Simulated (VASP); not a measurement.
# Ag4B in VASP: notebook, part 2 of 2

VASP 6.6.1. Earlier steps stand in the parts before.

## Step 3: Single point, PBEsol

File INCAR:

```
PREC = Accurate
ENCUT = 520
EDIFF = 1E-7
ISMEAR = 0
SIGMA = 0.1
LREAL = F
LASPH = T
NELM = 60
ALGO = Normal
ISIF = 2
LWAVE = F
LCHARG = F
LDIPOL = T
IDIPOL = 3
DIPOL = 0.5 0.5 0.490
GGA = PS
NBANDS = 32
```

File KPOINTS:

```
Automatic mesh
0
Gamma
  10 10 1
```

File POSCAR:

```
Ag4B
1.0
    2.8669036820      0.0000000000      0.0000000000
    0.0000000000      2.8669036820      0.0000000000
    0.0000000000      0.0000000000     25.0816211037
Ag B
4 1
Direct
    0.5000000000      0.5000000000      0.3388935654
    0.0000000000      0.0000000000      0.4197179677
    0.5000000000      0.5000000000      0.5005866369
    0.0000000000      0.0000000000      0.5873939471
    0.5000000000      0.5000000000      0.6048648052
```

Potentials or basis: VASP PAW PBE potentials, release 64 (Ag, B).

Command:

```
cat potpaw_PBE.64/Ag/POTCAR potpaw_PBE.64/B/POTCAR > POTCAR
mpirun -np 1 vasp_std > vasp.out
```

OUTCAR:

```text
PREC = Accurate
   ENCUT = 520
   EDIFF = 1E-7
   ISMEAR = 0
   LREAL = F
   LASPH = T
   NELM = 60
   ISIF = 2
   GGA = PS

 ion  position               nearest neighbor table
   1  0.500  0.500  0.339-   2 2.87   2 2.87   2 2.87   2 2.87
   2  0.000  0.000  0.420-   1 2.87   1 2.87   1 2.87   1 2.87   3 2.87   3 2.87   3 2.87   3 2.87

   3  0.500  0.500  0.501-   5 2.62   2 2.87   2 2.87   2 2.87   2 2.87   4 2.97   4 2.97   4 2.97
                             4 2.97
   4  0.000  0.000  0.587-   5 2.07   5 2.07   5 2.07   5 2.07   3 2.97   3 2.97   3 2.97   3 2.97

   5  0.500  0.500  0.605-   4 2.07   4 2.07   4 2.07   4 2.07   3 2.62

  LATTYP: Found a simple tetragonal cell.
 ALAT       =     2.8669036820
 C/A-ratio  =     8.7486793718

  Lattice vectors:

 A1 = (   2.8669036820,   0.0000000000,   0.0000000000)
 A2 = (   0.0000000000,   2.8669036820,   0.0000000000)
 A3 = (   0.0000000000,   0.0000000000,  25.0816211037)

Analysis of symmetry for initial positions (statically):
=====================================================================
 Subroutine PRICEL returns:
 Original cell was already a primitive cell.

 Routine SETGRP: Setting up the symmetry group for a
 simple tetragonal supercell.

 Subroutine GETGRP returns: Found  8 space group operations
 (whereof  8 operations were pure point group operations)
 out of a pool of 16 trial point group operations.

The static configuration has the point symmetry C_4v.

Analysis of symmetry for dynamics (positions and initial velocities):
=====================================================================
 Subroutine PRICEL returns:
 Original cell was already a primitive cell.

 Routine SETGRP: Setting up the symmetry group for a
 simple tetragonal supercell.

 Subroutine GETGRP returns: Found  8 space group operations
 (whereof  8 operations were pure point group operations)
 out of a pool of 16 trial point group operations.

[... 127 lines left out ...]
   GGA     = PS    functional components
   LHFCALC =     F    Hartree Fock is set to
   AEXX    =    0.0000 exact exchange contribution
   IVDW    =     0    specifies the selected vdW correction
   LEPSILON=     F    determine dielectric tensor
   LRPA    =     F    only Hartree local field effects (RPA)
 non-spin polarized calculation
 Gauss-broadening in eV      SIGMA  =   0.10
  energy-cutoff  :      520.00
  volume of cell :      206.15
 maximum number of plane-waves:      5593
 NGX is ok and might be reduce to    24
   NGX = 11   NGY = 11   NGZ = 93

 dipolmoment           0.000000      0.000000     -0.019185 electrons x Angstroem

 number of electron      46.9999988 magnetization

 dipolmoment           0.000000      0.000000      0.012291 electrons x Angstroem

 Free energy of the ion-electron system (eV)
  ---------------------------------------------------
  ext. energy  EPLUGINS =         0.00000000
  ---------------------------------------------------
  free energy    TOTEN  =       -16.56192715 eV

  energy without entropy =      -16.55379082  energy(sigma->0) =      -16.55785899

 E-fermi :   0.3271     XC(G=0):  -5.0643

 val. band max:        0.3192833837   @ k =   0.3000   0.3000   0.0000
 cond. band min:       0.3728579607   @ k =   0.4000   0.2000   0.0000
 fundamental gap:      0.0535745769
 Fermi energy:         0.3270931658

 k-point     1 :       0.0000    0.0000    0.0000
  band No.  band energies     occupation
      1     -11.3988      2.00000
      2      -7.7494      2.00000
      3      -7.1197      2.00000
      4      -6.3034      2.00000
      5      -5.8694      2.00000
      6      -5.7765      2.00000
[... 724 lines left out ...]
     31       7.5072      0.00000
     32       7.8539      0.00000

------------------------ aborting loop because EDIFF is reached ----------------------------------------

 vacuum level on the upper side and lower side of the slab       (xc-potential included)         0.065        -0.194

  FORCE on cell =-STRESS in cart. coord.  units (eV):
  Direction    XX          YY          ZZ          XY          YZ          ZX
  --------------------------------------------------------------------------------------
  -------------------------------------------------------------------------------------
  Total        5.0043832      5.0043832     -0.4191949      0.0000000     -0.0000000      0.0000000
  in kB       38.8937062     38.8937062     -3.2579527      0.0000000     -0.0000000      0.0000000
  external PRESSURE =      24.8431532 kB  Pullay stress =       0.0000000 kB

 VOLUME and BASIS-vectors are now :
 -----------------------------------------------------------------------------
  energy-cutoff  :      520.00
  volume of cell :      206.15
      direct lattice vectors                 reciprocal lattice vectors
     2.866903682  0.000000000  0.000000000     0.348808370  0.000000000  0.000000000
     0.000000000  2.866903682  0.000000000     0.000000000  0.348808370  0.000000000
     0.000000000  0.000000000 25.081621104     0.000000000  0.000000000  0.039869831

 POSITION                                       TOTAL-FORCE (eV/Angst)
 -----------------------------------------------------------------------------------
      1.43345      1.43345      8.50000         0.000000     -0.000000      0.163179
      0.00000      0.00000     10.52721         0.000000     -0.000000     -0.158285
      1.43345      1.43345     12.55552         0.000000     -0.000000      0.012012
      0.00000      0.00000     14.73279         0.000000     -0.000000     -0.027414
      1.43345      1.43345     15.17099         0.000000      0.000000      0.010508
 -----------------------------------------------------------------------------------
    total drift:                                0.000000     -0.000000     -0.000478

  FREE ENERGIE OF THE ION-ELECTRON SYSTEM (eV)
  ---------------------------------------------------
  free  energy   TOTEN  =       -16.5619271523 eV

  energy  without entropy=      -16.5537908228  energy(sigma->0) =      -16.55785899

 vacuum level on the upper side and lower side of the slab         4.777         4.509
```

stdout:

```text
POSCAR found type information on POSCAR AgB
 POSCAR found :  2 types and       5 ions
 scaLAPACK will be used
 -----------------------------------------------------------------------------
|                                                                             |
|                                                                             |
|     You enforced a specific xc type in the INCAR file but a different       |
|     I HOPE YOU KNOW WHAT YOU ARE DOING!                                     |
|                                                                             |
 -----------------------------------------------------------------------------

 LDA part: xc-table for (Slater+PW92), standard interpolation
 POSCAR, INCAR and KPOINTS ok, starting setup
 FFT: planning ... GRIDC
 FFT: planning ... GRID_SOFT
 FFT: planning ... GRID
 WAVECAR not read
 entering main loop
```

Run time: 2.9 min. Hardware: 1 thread of AMD EPYC 9R45 (Zen 5), shared host; peak memory 0.35 GiB.

What came out:

- Free energy: -16.5619 eV
- Largest force: 0.163 eV/Å
- Band gap on the k mesh: zero (an odd number of electrons rules out a gap without spin polarisation)

Forces on the atoms (eV/Å):
```
Ag   0.000  0.000  0.163
Ag   0.000  0.000 -0.158
Ag   0.000  0.000  0.012
Ag   0.000  0.000 -0.027
B    0.000  0.000  0.011
```

Levels at points of the mesh, in eV from the Fermi level:
| k point | band 20 | band 21 | band 22 | band 23 | band 24 | band 25 | band 26 | band 27 | band 28 | band 29 |
| --- | --- | --- | --- | --- | --- | --- | --- | --- | --- | --- |
| (0.00, 0.00, 0.00) | -3.32 | -3.01 | -3.01 | -2.97 | -2.45 | 0.42 | 2.06 | 2.06 | 3.65 | 4.17 |
| (0.50, 0.00, 0.00) | -3.11 | -3.05 | -2.69 | -0.49 | -0.41 | 0.09 | 1.11 | 2.86 | 4.70 | 4.82 |
| (0.50, 0.50, 0.00) | -2.46 | -2.22 | -2.22 | 0.36 | 2.76 | 2.80 | 2.80 | 4.58 | 5.48 | 5.48 |

Caveat: the PAW data sets were made with another functional, which shifts forces and pressure a little.

The gap in the log of VASP goes by the Fermi energy; the results here count the filled bands.